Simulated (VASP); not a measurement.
Write the native input for VASP 6.6.1 that does the following.

```
Task                   : single point
Functional             : PBE
Potentials or basis    : VASP PAW PBE potentials, release 64 (B, Pd)
Cutoff                 : 520 eV
k mesh                 : 14 × 8 × 6
Occupations            : gaussian, width 0.1 eV
Spin                   : no spin polarisation
Dipole correction      : no
Further INCAR settings : ALGO = Fast; EDIFF = 1e-07; NBANDS = 30
```

The structure of BPd4 lies in POSCAR:

```
BPd4
1.0
    2.8553357005      0.0000000000      0.0000000000
    0.0000000000      4.3627940188      0.0000000000
    0.0000000000      0.0000000000      5.8872397336
B Pd
1 4
Direct
    0.5000000000      0.0000000000      0.8606072748
    0.5000000000      0.5000000000      0.8756092647
    0.0000000000      0.5000000000      0.3334579813
    0.0000000000      0.0000000000      0.6163278551
    0.5000000000      0.0000000000      0.1909976140
```

These files were run (other wordings do the same):

INCAR

```
SYSTEM = BPd4
  PREC = Accurate
  ENCUT = 520
  EDIFF = 1E-7
  ISMEAR = 0
  SIGMA = 0.1
  LREAL = .FALSE.
  LASPH = .TRUE.
  NELM = 100
  ALGO = Fast
  ISIF = 2
  LWAVE = .FALSE.
  LCHARG = .TRUE.
  GGA = PE
  LELF = .TRUE.
  LVHAR = .TRUE.
  NBANDS = 30
```

KPOINTS

```
regular mesh
0
G
  14 8 6
  0 0 0
```

Potentials or basis: VASP PAW PBE potentials, release 64 (B, Pd).

Launch:

```sh
$ cat potpaw_PBE.64/B/POTCAR potpaw_PBE.64/Pd/POTCAR > POTCAR
$ mpirun -np 1 vasp_std > vasp.out
```

It gave:

- Pressure: 0.0 GPa
- Largest force: 0.072 eV/Å
- Band gap on the k mesh: zero (an odd number of electrons rules out a gap without spin polarisation)

Run time: 2.2 min on 1 thread of Intel(R) Xeon(R) 6975P-C (Granite Rapids) (shared host), peak memory 0.39 GiB.
